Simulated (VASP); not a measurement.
# BN (R3m) in VASP: a series of runs

BN is run at these levels: PBEsol; tasks: single point.

Program: VASP 6.6.1. These are calculated values, not measurements. Logs are shortened: lines on timing, memory, paths and dates and some standing lists are left out, and cuts for length are marked.

## Step 1: The cell of the first run

It takes space group R3m (No. 160, trigonal). The conventional cell has a = 2.519 Å, b = 2.519 Å, c = 10.119 Å, α = 90.00°, β = 90.00°, γ = 120.00°. B (site symmetry 3m) has 3 N at 1.45 Å within 1.9 Å. N (site symmetry 3m) has 3 B at 1.45 Å within 1.9 Å.

## Step 2: Single point, PBEsol

INCAR reads:

```
PREC     = Accurate       # precision mode
ENCUT    = 520            # plane-wave cutoff, eV
EDIFF    = 1E-6           # SCF threshold, eV
ISMEAR   = -1             # smearing method
SIGMA    = 0.02           # smearing width, eV
LREAL    = False          # projectors in reciprocal space
LASPH    = True           # aspherical terms in the spheres
NELM     = 80             # most SCF steps
ALGO     = Normal         # electronic algorithm
ISIF     = 2              # what is computed and relaxed
LWAVE    = False          # write WAVECAR
LCHARG   = False          # write CHGCAR
GGA      = PS             # functional
NBANDS   = 11             # bands
```

KPOINTS reads:

```
Automatic mesh
0
Gamma
  10 10 10
```

POSCAR reads:

```
BN
1.0
    1.2594625919      0.7271510700      3.3729344000
   -1.2594625919      0.7271510700      3.3729344000
    0.0000000000     -1.4543021400      3.3729344000
B N
1 1
Direct
    0.9996712000      0.9996712000      0.9996712000
    0.3327618000      0.3327618000      0.3327618000
```

Potentials or basis: VASP PAW PBE potentials, release 64 (B, N).

On the command line:

```sh
cat potpaw_PBE.64/B/POTCAR potpaw_PBE.64/N/POTCAR > POTCAR
mpirun -np 1 vasp_std > vasp.out
```

OUTCAR:

```text
PREC = Accurate
   ENCUT = 520
   EDIFF = 1E-6
   ISMEAR = -1
   LREAL = False
   LASPH = True
   NELM = 80
   ISIF = 2
   GGA = PS

 ion  position               nearest neighbor table
   1  1.000  1.000  1.000-   2 1.45   2 1.45   2 1.45
   2  0.333  0.333  0.333-   1 1.45   1 1.45   1 1.45

  LATTYP: Found a trigonal (rhomboedric) cell.
 ALAT       =     3.6731023898
 COS(alpha) =     0.7648556897

  Lattice vectors:

 A1 = (   1.2594625919,   0.7271510700,   3.3729344000)
 A2 = (  -1.2594625919,   0.7271510700,   3.3729344000)
 A3 = (   0.0000000000,  -1.4543021400,   3.3729344000)

Analysis of symmetry for initial positions (statically):
=====================================================================
 Subroutine PRICEL returns:
 Original cell was already a primitive cell.

 Routine SETGRP: Setting up the symmetry group for a
 trigonal (rhombohedral) supercell.

 Subroutine GETGRP returns: Found  6 space group operations
 (whereof  6 operations were pure point group operations)
 out of a pool of 12 trial point group operations.

The static configuration has the point symmetry C_3v.

Analysis of symmetry for dynamics (positions and initial velocities):
=====================================================================
 Subroutine PRICEL returns:
 Original cell was already a primitive cell.

 Routine SETGRP: Setting up the symmetry group for a
 trigonal (rhombohedral) supercell.

 Subroutine GETGRP returns: Found  6 space group operations
 (whereof  6 operations were pure point group operations)
 out of a pool of 12 trial point group operations.

The dynamic configuration has the point symmetry C_3v.

 Subroutine INISYM returns: Found  6 space group operations
 (whereof  6 operations are pure point group operations),
 and found     1 'primitive' translations

----------------------------------------------------------------------------------------

                                     Primitive cell

  volume of cell :      18.5340

  direct lattice vectors                    reciprocal lattice vectors
     1.259462592  0.727151070  3.372934400     0.396994721  0.229205008  0.098825916
    -1.259462592  0.727151070  3.372934400    -0.396994721  0.229205008  0.098825916
     0.000000000 -1.454302140  3.372934400     0.000000000 -0.458410016  0.098825916

  length of vectors
     3.673102390  3.673102390  3.673102392     0.468941687  0.468941687  0.468941685

  position of ions in fractional coordinates (direct lattice)
     0.999671200  0.999671200  0.999671200
     0.332761800  0.332761800  0.332761800

  ion indices of the primitive-cell ions
   primitive index   ion index
                 1           1
                 2           2

----------------------------------------------------------------------------------------

 KPOINTS: Automatic mesh

Automatic generation of k-mesh.
 Grid dimensions read from file:
 generate k-points for:   10   10   10

 Generating k-lattice:

  Cartesian coordinates                     Fractional coordinates (reciprocal lattice)
     0.039699472  0.022920501  0.009882592     0.100000000 -0.000000000  0.000000000
    -0.039699472  0.022920501  0.009882592    -0.000000000  0.100000000  0.000000000
     0.000000000 -0.045841002  0.009882592     0.000000000  0.000000000  0.100000000

  Length of vectors
     0.046894169  0.046894169  0.046894169

  Shift w.r.t. Gamma in fractional coordinates (k-lattice)
     0.000000000  0.000000000  0.000000000

 Subroutine IBZKPT returns following result:
 ===========================================

 Found    116 irreducible k-points:

 Following reciprocal coordinates:
            Coordinates               Weight
  0.000000  0.000000  0.000000      1.000000
  0.100000  0.000000  0.000000      6.000000
  0.200000  0.000000  0.000000      6.000000
  0.300000  0.000000  0.000000      6.000000
  0.400000  0.000000  0.000000      6.000000
  0.500000  0.000000  0.000000      3.000000
[... 16 lines left out ...]
  0.300000  0.300000  0.000000      6.000000
  0.400000  0.300000  0.000000     12.000000
 [... further k-points ...]
   k-points           NKPTS =    116   k-points in BZ     NKDIM =    116   number of bands    NBANDS=     11
   number of dos      NEDOS =    301   number of ions     NIONS =      2
   total plane-waves  NPLWV =  21952
   dimension x,y,z NGX =    28 NGY =   28 NGZ =   28
   dimension x,y,z NGXF=    56 NGYF=   56 NGZF=   56
   ions per type =               1   1
   NGX,Y,Z   is equivalent  to a cutoff of  12.67, 12.67, 12.67 a.u.
   NGXF,Y,Z  is equivalent  to a cutoff of  25.35, 25.35, 25.35 a.u.
 SYSTEM =  unknown system
   PREC   = accura    normal or accurate (medium, high low for compatibility)
   ISTART =      0    job   : 0-new  1-cont  2-samecut
   ICHARG =      2    charge: 1-file 2-atom 10-const
   ISPIN  =      1    spin polarized calculation?
   LNONCOLLINEAR =      F non collinear calculations
   LSORBIT =      F    spin-orbit coupling
   LASPH  =      T    aspherical Exc in radial PAW
   ENCUT  =  520.0 eV  38.22 Ry    6.18 a.u.   6.83  6.83  6.83*2*pi/ulx,y,z
   NELM   =     80;   NELMIN=  2; NELMDL= -5     # of ELM steps
   EDIFF  = 0.1E-05   stopping-criterion for ELM
   LREAL  =      F    real-space projection
   EDIFFG = 0.1E-04   stopping-criterion for IOM
   NSW    =      0    number of steps for IOM
   IBRION =     -1    ionic relax: 0-MD 1-quasi-New 2-CG
   NFREE  =      0    steps in history (QN), initial steepest desc. (CG)
   ISIF   =      2    stress and relaxation
   ISYM   =      2    0-nonsym 1-usesym 2-fastsym
   POTIM  = 0.5000    time-step for ionic-motion
   TEBEG  =    0.0;   TEEND  =   0.0 temperature during run
   PSTRESS=    0.0 pullay stress
   NELECT =       8.0000    total number of electrons
   NUPDOWN=      -1.0000    fix difference up-down
   EMIN   =  10.00;   EMAX   =-10.00  energy-range for DOS
   EFERMI =   0.00;   METHOD = LEGACY
   ISMEAR =    -1;   SIGMA  =   0.02  broadening in eV -4-tet -1-fermi 0-gaus
   EFERMI_NEDOS =   21; number of points for ismear=-14 and -15
   IALGO  =     38    algorithm
   IMIX   =      4    mixing-type and parameters
     AMIX     =   0.40;   BMIX     =  1.00
     AMIX_MAG =   1.60;   BMIX_MAG =  1.00
  volume/ion in A,a.u.               =       9.27        62.54
  Fermi-wavevector in a.u.,A,eV,Ry     =   1.237224  2.338015 20.826767  1.530724
  Thomas-Fermi vector in A             =   2.371800
   LORBIT       =      0    0 simple, 1 ext, 2 COOP (PROOUT), +10 PAW based schemes
   GGA     = PS    functional components
   LHFCALC =     F    Hartree Fock is set to
   AEXX    =    0.0000 exact exchange contribution
   IVDW    =     0    specifies the selected vdW correction
   LEPSILON=     F    determine dielectric tensor
   LRPA    =     F    only Hartree local field effects (RPA)
 non-spin polarized calculation
  energy-cutoff  :      520.00
  volume of cell :       18.53
 maximum number of plane-waves:       517
   NGX = 13   NGY = 13   NGZ = 13

 number of electron       8.0000000 magnetization

 Free energy of the ion-electron system (eV)
  ---------------------------------------------------
  ext. energy  EPLUGINS =         0.00000000
  ---------------------------------------------------
  free energy    TOTEN  =       -18.28149845 eV

  energy without entropy =      -18.28149845  energy(sigma->0) =      -18.28149845

 E-fermi :   2.4629     XC(G=0): -10.1683

 val. band max:        2.0051907798   @ k =  -0.3000   0.3000   0.0000
 cond. band min:       6.1062432763   @ k =   0.5000   0.5000   0.0000
 fundamental gap:      4.1010524965
 Fermi energy:         2.4629055765

 k-point     1 :       0.0000    0.0000    0.0000
  band No.  band energies     occupation
      1     -15.6543      2.00000
      2      -2.1281      2.00000
      3       0.6821      2.00000
      4       0.6821      2.00000
      5       6.9354      0.00000
      6      13.4425      0.00000
      7      13.4425      0.00000
      8      14.8527      0.00000
      9      16.3496      0.00000
     10      27.3215      0.00000
     11      29.4999      0.00000

 k-point     2 :       0.1000    0.0000    0.0000
  band No.  band energies     occupation
      1     -15.4580      2.00000
      2      -1.9187      2.00000
      3      -0.1143      2.00000
      4       0.3255      2.00000
      5       7.3351      0.00000
      6      13.3309      0.00000
      7      14.1984      0.00000
      8      14.2728      0.00000
      9      16.9596      0.00000
     10      26.9538      0.00000
     11      27.9126      0.00000

 k-point     3 :       0.2000    0.0000    0.0000
  band No.  band energies     occupation
      1     -14.8857      2.00000
      2      -2.0001      2.00000
      3      -1.2924      2.00000
      4      -0.4774      2.00000
      5       8.3398      0.00000
      6      12.5018      0.00000
      7      13.1764      0.00000
      8      16.4501      0.00000
      9      18.3025      0.00000
     10      23.7955      0.00000
     11      26.3872      0.00000

 k-point     4 :       0.3000    0.0000    0.0000
  band No.  band energies     occupation
      1     -14.0036      2.00000
      2      -4.1771      2.00000
      3      -1.2955      2.00000
      4      -0.3301      2.00000
      5       9.3704      0.00000
      6      10.7116      0.00000
      7      13.1454      0.00000
      8      19.1877      0.00000
      9      19.3571      0.00000
     10      21.8981      0.00000
     11      24.7343      0.00000
[... 239 lines left out ...]
 k-point    22 :      -0.2000    0.2000    0.0000
  band No.  band energies     occupation
      1     -13.5353      2.00000
      2      -4.4638      2.00000
      3      -2.6688      2.00000
      4       0.4314      2.00000
      5       9.2720      0.00000
      6      10.4392      0.00000
      7      14.9723      0.00000
      8      16.9954      0.00000
      9      18.1592      0.00000
     10      22.7635      0.00000
     11      25.3322      0.00000

 k-point    23 :       0.3000    0.3000    0.0000
  band No.  band energies     occupation
      1     -13.9507      2.00000
      2      -4.1056      2.00000
      3      -1.3370      2.00000
      4      -0.8072      2.00000
      5       9.1572      0.00000
      6      11.2330      0.00000
      7      13.3404      0.00000
      8      19.2901      0.00000
      9      19.8330      0.00000
     10      21.4415      0.00000
     11      27.4463      0.00000

 k-point    24 :       0.4000    0.3000    0.0000
  band No.  band energies     occupation
      1     -13.3202      2.00000
      2      -5.0668      2.00000
      3      -2.1989      2.00000
      4      -0.1526      2.00000
      5       8.1890      0.00000
      6      12.0851      0.00000
      7      14.1264      0.00000
      8      18.9383      0.00000
      9      19.8502      0.00000
     10      22.3097      0.00000
     11      26.3169      0.00000

 [... further k-points ...]
[... 5 lines left out ...]
  --------------------------------------------------------------------------------------
  -------------------------------------------------------------------------------------
  Total       -0.6450074     -0.6450074      0.0375282      0.0000000      0.0000000      0.0000000
  in kB      -55.7578768    -55.7578774      3.2441402      0.0000000      0.0000000      0.0000000
  external PRESSURE =     -36.0905380 kB  Pullay stress =       0.0000000 kB

 VOLUME and BASIS-vectors are now :
 -----------------------------------------------------------------------------
  energy-cutoff  :      520.00
  volume of cell :       18.53
      direct lattice vectors                 reciprocal lattice vectors
     1.259462592  0.727151070  3.372934400     0.396994721  0.229205008  0.098825916
    -1.259462592  0.727151070  3.372934400    -0.396994721  0.229205008  0.098825916
     0.000000000 -1.454302140  3.372934400     0.000000000 -0.458410016  0.098825916

 POSITION                                       TOTAL-FORCE (eV/Angst)
 -----------------------------------------------------------------------------------
      0.00000      0.00000     10.11548         0.000000      0.000000     -0.001612
      0.00000      0.00000      3.36715         0.000000     -0.000000      0.001612
 -----------------------------------------------------------------------------------
    total drift:                               -0.000000     -0.000000      0.000040

  FREE ENERGIE OF THE ION-ELECTRON SYSTEM (eV)
  ---------------------------------------------------
  free  energy   TOTEN  =       -18.2814984489 eV

  energy  without entropy=      -18.2814984489  energy(sigma->0) =      -18.28149845
```

It took 17 s on 1 thread of AMD EPYC 9R45 (Zen 5), shared host; peak memory 0.13 GiB.

Results:

- Free energy: -18.2815 eV
- Pressure: -3.6 GPa
- Band gap on the k mesh: 4.10 eV, indirect (least direct gap 4.77 eV)

Levels at points of the mesh, in eV from the valence-band top:
```csv
k point,band 2,band 3,band 4,band 5,band 6,band 7
"(0.00, 0.00, 0.00)",-4.13,-1.32,-1.32,4.93,11.44,11.44
"(0.50, 0.00, 0.00)",-8.90,-4.07,-0.62,5.13,9.63,12.73
"(0.50, 0.50, 0.00)",-8.78,-4.13,-1.21,4.10,9.60,13.92
"(0.50, 0.50, 0.50)",-6.15,-1.34,-1.34,9.87,11.36,11.36
```

Caveat: the PAW data sets were made with another functional, which shifts forces and pressure a little. A k mesh can miss the band edges.

## Step 3: Single point, PBEsol

This run uses another cell than the first one, of 9.39 Å³/atom, 1.013 times its volume.

INCAR reads:

```
  PREC = Accurate
  ENCUT = 520
  EDIFF = 1E-6
  ISMEAR = -1
  SIGMA = 0.02
  LREAL = False
  LASPH = True
  NELM = 60
  ALGO = Normal
  ISIF = 2
  LWAVE = False
  LCHARG = False
  GGA = PS
  NBANDS = 11
```

KPOINTS reads:

```
regular mesh
0
Gamma
  10 10 10
```

POSCAR reads:

```
BN
1.0
    1.2678034037      0.7319666400      3.3729344000
   -1.2678034037      0.7319666400      3.3729344000
    0.0000000000     -1.4639332800      3.3729344000
B N
1 1
Direct
    0.9996712000      0.9996712000      0.9996712000
    0.3327618000      0.3327618000      0.3327618000
```

Potentials or basis: VASP PAW PBE potentials, release 64 (B, N).

On the command line:

```sh
cat potpaw_PBE.64/B/POTCAR potpaw_PBE.64/N/POTCAR > POTCAR
mpirun -np 1 vasp_std > vasp.out
```

Wall time 16 s (1 thread of AMD EPYC 9R45 (Zen 5), shared host); peak memory 0.13 GiB.

The run converged. Its results:

```yaml
Free_energy: -18.2681 eV
Pressure: -8.0 GPa
Band_gap_on_the_k_mesh: 4.06 eV, indirect (least direct gap 4.72 eV)
```

Stress tensor (GPa, compression positive):
```
-12.09   0.00   0.00
  0.00 -12.09   0.00
  0.00   0.00   0.31
```

Levels at points of the mesh, in eV from the valence-band top:
```csv
k point,band 1,band 2,band 3,band 4,band 5,band 6,band 7,band 8,band 9
"(0.00, 0.00, 0.00)",-17.55,-4.03,-1.35,-1.35,4.92,11.27,11.27,12.62,14.01
"(0.50, 0.00, 0.00)",-14.44,-8.83,-4.04,-0.60,5.09,9.43,12.63,14.66,19.43
"(0.50, 0.50, 0.00)",-14.37,-8.70,-4.10,-1.20,4.06,9.39,13.81,17.12,19.76
"(0.50, 0.50, 0.50)",-17.28,-6.06,-1.37,-1.37,9.80,11.20,11.20,11.55,15.92
```

Caveat: the PAW data sets were made with another functional, which shifts forces and pressure a little. A k mesh can miss the band edges.

## Step 4: Single point, PBEsol

This run uses another cell than the first one, of 9.51 Å³/atom, 1.027 times its volume.

INCAR reads:

```
SYSTEM = BN
ALGO = Normal
EDIFF = 1E-6
ENCUT = 520
GGA = PS
ISIF = 2
ISMEAR = -1
LASPH = .TRUE.
LCHARG = .FALSE.
LREAL = .FALSE.
LWAVE = .FALSE.
NBANDS = 11
NELM = 80
PREC = Accurate
SIGMA = 0.02
```

KPOINTS reads:

```
k-points
0
G
  10 10 10
  0 0 0
```

POSCAR reads:

```
BN
1.0
    1.2761442156      0.7367822100      3.3729344000
   -1.2761442156      0.7367822100      3.3729344000
    0.0000000000     -1.4735644200      3.3729344000
B N
1 1
Direct
    0.9996712000      0.9996712000      0.9996712000
    0.3327618000      0.3327618000      0.3327618000
```

On the command line:

```sh
cat potpaw_PBE.64/B/POTCAR potpaw_PBE.64/N/POTCAR > POTCAR
mpirun -np 1 vasp_std > vasp.out
```

It took 16 s on 1 thread of AMD EPYC 9R45 (Zen 5), shared host; peak memory 0.13 GiB.

The run converged. Its results:

```
Free energy            : -18.2448 eV
Pressure               : -12.0 GPa
Band gap on the k mesh : 4.02 eV, indirect (least direct gap 4.66 eV)
```

Stress tensor (GPa, compression positive):
```
-18.19   0.00   0.00
  0.00 -18.19   0.00
  0.00   0.00   0.30
```

Levels at points of the mesh, in eV from the valence-band top:
| k point | band 2 | band 3 | band 4 | band 5 | band 6 | band 7 |
| --- | --- | --- | --- | --- | --- | --- |
| (0.00, 0.00, 0.00) | -3.93 | -1.37 | -1.37 | 4.91 | 11.11 | 11.11 |
| (0.50, 0.00, 0.00) | -8.76 | -4.01 | -0.59 | 5.04 | 9.24 | 12.53 |
| (0.50, 0.50, 0.00) | -8.63 | -4.08 | -1.18 | 4.02 | 9.18 | 13.70 |
| (0.50, 0.50, 0.50) | -5.97 | -1.39 | -1.39 | 9.73 | 11.03 | 11.03 |

Caveat: the PAW data sets were made with another functional, which shifts forces and pressure a little. A k mesh can miss the band edges.

## Step 5: Overview

| cell | gap on the mesh (eV) | pressure (GPa) |
| --- | --- | --- |
| a = 3.673 Å, angles 40.1°, 2 atoms | 4.10 | -3.6 |
| a = 3.677 Å, angles 40.3°, 2 atoms | 4.06 | -8.0 |
| a = 3.681 Å, angles 40.6°, 2 atoms | 4.02 | -12.0 |

Alike in all rows: task single point; level PBEsol; potentials or basis VASP PAW PBE potentials, release 64 (B, N); no spin polarisation; k mesh 10 × 10 × 10; cutoff (eV) 520; smearing fermi-dirac 0.02 eV.

Caveats: the PAW data sets were made with another functional, which shifts forces and pressure a little.

Absolute energies hang on the potentials; compare differences alone.
